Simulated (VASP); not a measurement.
Set up this calculation in VASP 6.6.1, as the native input.

| Quantity | Value |
| --- | --- |
| Task | relaxation of cell and atoms |
| Functional | PBE-based screened hybrid |
| Potentials or basis | VASP PAW PBE potentials, release 64 (Zn) |
| Cutoff | 500 eV |
| k mesh | 6 × 6 × 6 |
| Occupations | fermi-dirac, width 0.05 eV |
| Spin | no spin polarisation |
| Dipole correction | no |
| Grid for exact exchange (PRECFOCK) | Normal |
| Share of exact exchange | 0.25 |
| Further INCAR settings | ALGO = Normal; EDIFF = 1e-07; IBRION = 2; EDIFFG = -0.01; NSW = 60; ISIF = 3 |
| Screening parameter | 0.3 1/Å |

Zn:

```
CELL_PARAMETERS angstrom
0.00000 1.96478 1.96478
1.96478 0.00000 1.96478
1.96478 1.96478 0.00000
ATOMIC_POSITIONS crystal
Zn 0.00000 0.00000 0.00000
```

The input as run:

POSCAR

```
Zn
1.0
    0.0000000000      1.9647760000      1.9647760000
    1.9647760000      0.0000000000      1.9647760000
    1.9647760000      1.9647760000      0.0000000000
Zn
1
Direct
    0.0000000000      0.0000000000      0.0000000000
```

INCAR.step1

```
PREC = Accurate
ENCUT = 500
EDIFF = 1E-5
ISMEAR = -1
SIGMA = 0.05
LREAL = False
LASPH = True
NELM = 120
ALGO = Normal
LWAVE = True
LCHARG = False
GGA = PE
NBANDS = 12
GGA_COMPAT = False
IBRION = 2
ISIF = 3
EDIFFG = -0.005
NELMIN = 4
NSW = 100
```

INCAR.step2

```
PREC = Accurate
ENCUT = 500
EDIFF = 1E-7
ISMEAR = -1
SIGMA = 0.05
LREAL = False
LASPH = True
NELM = 120
ALGO = Normal
ISIF = 3
LWAVE = False
LCHARG = False
GGA = PE
LHFCALC = True
AEXX = 0.25
HFSCREEN = 0.3
PRECFOCK = Normal
IBRION = 2
NSW = 60
EDIFFG = -0.01
ISTART = 1
GGA_COMPAT = False
NELMIN = 4
```

KPOINTS

```
Automatic mesh
0
Gamma
  6 6 6
```

Potentials or basis: VASP PAW PBE potentials, release 64 (Zn).

Run with:

```console
$ cat potpaw_PBE.64/Zn/POTCAR > POTCAR
$ cp INCAR.step1 INCAR
$ mpirun -np 1 vasp_std > vasp.out
$ cp INCAR.step2 INCAR
$ mpirun -np 1 vasp_std > vasp.out
```

It gave:

The pressure after relaxing is -0.1 GPa and the band gap on the k mesh is zero (band 6 reaches 3.62 eV, above the bottom of band 7 at 1.59 eV).

Caveat: the k points lie up to 0.46 Å⁻¹ apart in the final cell; the relaxation stopped at its first step, so nothing moved; the PAW data sets were made with another functional, which shifts forces and pressure a little.

Run time: 5.8 min on 1 thread of Intel(R) Xeon(R) Platinum 8375C CPU @ 2.90GHz (Ice Lake) (shared host), peak memory 0.22 GiB.
